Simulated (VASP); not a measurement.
## Nb2GaP3: relaxation of cell and atoms with PBE

Nb2GaP3:

```
Nb Ga P
1.0
     4.07727    0.00000    0.00000
     0.00000    4.07727    0.00000
     0.00000    0.00000    7.25134
Nb Ga P
2 1 3
Direct
  0.00000 0.50000 0.00000
  0.50000 0.00000 0.00000
  0.50000 0.50000 0.00000
  0.00000 0.00000 0.66044
  0.00000 0.00000 0.33956
  0.00000 0.00000 0.00000
```

The cell was generated, and may not be a known phase.

- Program: VASP 6.6.1
- Task: relaxation of cell and atoms
- Functional: PBE
- Potentials or basis: VASP PAW PBE potentials, release 64 (Nb_sv, Ga_d, P)
- Cutoff: 600 eV
- k mesh: 4 × 4 × 4
- Occupations: gaussian, width 0.1 eV
- Spin: no spin polarisation
- Dipole correction: no
- Further INCAR settings: ALGO = Normal; EDIFF = 1e-06; IBRION = 2; EDIFFG = -0.04; NSW = 90; ISIF = 3

| Quantity | Value |
| --- | --- |
| Relaxed volume | 27.35 Å³/atom |
| Relaxed cell | a = 4.943 Å, b = 4.943 Å, c = 6.716 Å, α = 90.00°, β = 90.00°, γ = 90.00° |
| Space group after relaxing (to 0.1 Å) | P4/mmm (No. 123) |
| Energy gained by relaxing | 2361.7 meV/atom |
| Ionic steps | 11 |
| Pressure after relaxing | -0.1 GPa |
| Largest force after relaxing | 0.031 eV/Å |
| Band gap on the k mesh | zero (bands 27 and 28 overlap by 1.21 eV) |

Forces in eV/Å, atoms in the order of the input:
```
Nb   0.000  0.000  0.000
Nb   0.000  0.000  0.000
Ga   0.000  0.000  0.000
P    0.000  0.000  0.031
P    0.000  0.000 -0.031
P    0.000  0.000  0.000
```

Stress tensor (GPa, compression positive):
```
 0.00  0.00  0.00
 0.00  0.00  0.00
 0.00  0.00 -0.23
```

Step by step:
```tsv
step	energy change (eV)	largest force (eV/Å)	pressure (GPa)	volume (Å³)
1	0.0000	0.6427	72.91	120.55
2	-1.6624	0.9326	-9.64	325.20
3	-13.3707	0.0777	-7.91	192.06
4	-13.7421	0.0204	-5.86	183.82
5	-13.9011	0.1490	-1.82	173.03
6	-13.9067	0.1294	-2.57	174.70
7	-14.1650	0.0493	-0.65	165.60
8	-14.1696	0.0304	-0.27	164.43
9	-14.1695	0.0338	-0.34	164.63
10	-14.1698	0.0285	0.13	163.66
11	-14.1702	0.0309	-0.08	164.07
```

Final structure:
```xyz
6
Lattice="4.9429 0.0000 0.0000 0.0000 4.9429 0.0000 0.0000 0.0000 6.7155" Properties=species:S:1:pos:R:3 pbc="T T T"
Nb    0.0000    2.4714    0.0000
Nb    2.4714    0.0000    0.0000
Ga    2.4714    2.4714    0.0000
P     0.0000    0.0000    4.4497
P     0.0000    0.0000    2.2659
P     0.0000    0.0000    0.0000
```

Levels at points of the mesh, in eV from the Fermi level:
```
           k point  band 23  band 24  band 25  band 26  band 27  band 28  band 29  band 30  band 31  band 32
(0.00, 0.00, 0.00)    -2.10    -0.86    -0.67    -0.67     0.04     0.47     0.50     0.50     0.68     0.73
(0.50, 0.00, 0.00)    -1.97    -1.92    -1.82    -1.30    -1.00    -0.01     0.35     0.76     1.23     1.30
(0.50, 0.50, 0.00)    -2.25    -2.12    -1.58    -1.16    -0.87    -0.87     0.77     0.96     1.15     1.15
(0.00, 0.00, 0.50)    -2.29     0.04     0.13     0.13     0.34     0.45     0.57     0.79     0.79     1.76
(0.50, 0.00, 0.50)    -2.46    -1.91    -0.91    -0.71    -0.03     0.55     0.58     0.83     0.92     1.79
(0.50, 0.50, 0.50)    -2.61    -2.61    -2.17    -0.89    -0.89     0.76     0.92     0.95     1.80     1.80
```

Run time: 27 min on 1 thread of Oxide Virtual Turin-like Processor, on a shared host, peak memory 0.3 GiB.

Caveat: the k points lie up to 0.32 Å⁻¹ apart in the final cell, too coarse for converged energies and pressures of a metal; the volume moved by over 15 % at a fixed basis, so the end points are rough.
